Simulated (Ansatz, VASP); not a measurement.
SiC in VASP and in Ansatz

```
Si C
1.0
     2.16796    2.16796    0.00000
    -2.16796    2.16796    0.00000
     0.00000    0.00000    4.33593
Si C
2 2
Cartesian
  1.0840 1.0840 3.2519
  -1.0840 1.0840 1.0840
  0.0000 0.0000 0.0000
  0.0000 2.1680 2.1680
```

Alike in both runs: task single point; functional PBE; k mesh 10 × 10 × 6; occupations gaussian, width 0.02 eV; no spin polarisation.

|  | VASP | Ansatz |
| --- | --- | --- |
| version | VASP 6.6.1 | Ansatz 0.2.0 |
| potentials or method | VASP PAW PBE potentials, release 64 (Si, C), cutoff 520 eV | scalar-relativistic, plane waves, PAW |
| valence electrons in the cell | 16 | 16 |

Ansatz gave:

* gap on the k mesh at the Fermi level (eV): 1.35
* least direct gap on the mesh (eV): 1.35
* pressure (GPa): 6.8

Question: Which values does VASP return?

Answer: gap on the k mesh at the Fermi level (eV): 1.34; least direct gap on the mesh (eV): 1.34; pressure (GPa): 6.7.

With one functional, cell and mesh, what is left measures potentials, basis and numerics.
